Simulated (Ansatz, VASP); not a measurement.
**MgS in VASP and in Ansatz**

INCAR

```
  ALGO = Normal
  EDIFF = 1E-7
  ENCUT = 520
  GGA = PE
  ISIF = 2
  ISMEAR = 0
  LASPH = T
  LCHARG = F
  LREAL = F
  LWAVE = F
  NBANDS = 11
  NELM = 80
  PREC = Accurate
  SIGMA = 0.05
```

The input KPOINTS:

```
k-points
0
Gamma
  8 8 8
```

POSCAR

```
MgS
1.0
    0.0000000000      2.4975840000      2.4975840000
    2.4975840000      0.0000000000      2.4975840000
    2.4975840000      2.4975840000      0.0000000000
Mg S
1 1
Direct
    0.0000000000      0.0000000000      0.0000000000
    0.5000000000      0.5000000000      0.5000000000
```

Input for Ansatz:

```yaml
crystal:
  lattice:
    - [0.0, 2.497584, 2.497584]
    - [2.497584, 0.0, 2.497584]
    - [2.497584, 2.497584, 0.0]
  atoms:
    - { symbol: Mg, position: [0.0, 0.0, 0.0] }
    - { symbol: S, position: [0.5, 0.5, 0.5] }
basis:
  ecutwfc: 420
kpoints:
  mp_grid: { grid: [8, 8, 8] }
hamiltonian:
  xc: pbe
scf:
  occupations: { method: gaussian, width: 0.05 }
output:
  forces: true
  stress: true
  eigenvalues: true
```

Change from the starting cell: strain -0.040 along x and y, -0.040 along z, atoms carried along.

Alike in both runs: task single point; functional PBE; k mesh 8 × 8 × 8; occupations gaussian, width 0.05 eV; no spin polarisation.

|  | VASP | Ansatz |
| --- | --- | --- |
| version | VASP 6.6.1 | Ansatz 0.2.0 |
| potentials or method | VASP PAW PBE potentials, release 64 (Mg, S), cutoff 520 eV | scalar-relativistic, plane waves, PAW |
| valence electrons in the cell | 8 | 16 |

```tsv
	VASP	Ansatz	Ansatz less VASP
gap on the k mesh at the Fermi level (eV)	3.03	3.04	+0.006
least direct gap on the mesh (eV)	4.76	4.76	+0.007
pressure (GPa)	13.2	13.5	+0.33
```

VASP's potentials hold 8 valence electrons a cell and Ansatz's 16, so a difference there can come from the potentials and not from the codes.
